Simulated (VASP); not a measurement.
A run of VASP 6.6.1 is set up as follows.

File INCAR:

```
PREC = Accurate ; ENCUT = 520
EDIFF = 1E-7 ; ISMEAR = 0
SIGMA = 0.15 ; LREAL = F
LASPH = T ; NELM = 100
ALGO = Normal ; ISIF = 2
LWAVE = F ; LCHARG = T
GGA = PS ; LELF = T
LVHAR = T ; NBANDS = 14
```

KPOINTS

```
Automatic mesh
0
Gamma
  20 20 20
```

Contents of POSCAR:

```
ZrB
1.0
    0.0000000000      2.2522956368      2.4775252005
    2.2522956368      0.0000000000      2.4775252005
    2.2522956368      2.2522956368      0.0000000000
Zr B
1 1
Direct
    0.0000000000      0.0000000000      0.0000000000
    0.5000000000      0.5000000000      0.5000000000
```

Potentials or basis: VASP PAW PBE potentials, release 64 (Zr_sv, B).

Launch:

```sh
$ cat potpaw_PBE.64/Zr_sv/POTCAR potpaw_PBE.64/B/POTCAR > POTCAR
$ mpirun -np 1 vasp_std > vasp.out
```

(1) What does it give for the pressure?

(2) Estimate the band gap on the k mesh.

Results:

(1) 32.1 GPa.

(2) zero (an odd number of electrons rules out a gap without spin polarisation).

Caveat: the stress differs along the axes, from 3 to 47 GPa; the PAW data sets were made with another functional, which shifts forces and pressure a little; an odd number of electrons without spin polarisation forces a metal; a magnetic or distorted state may lie lower.
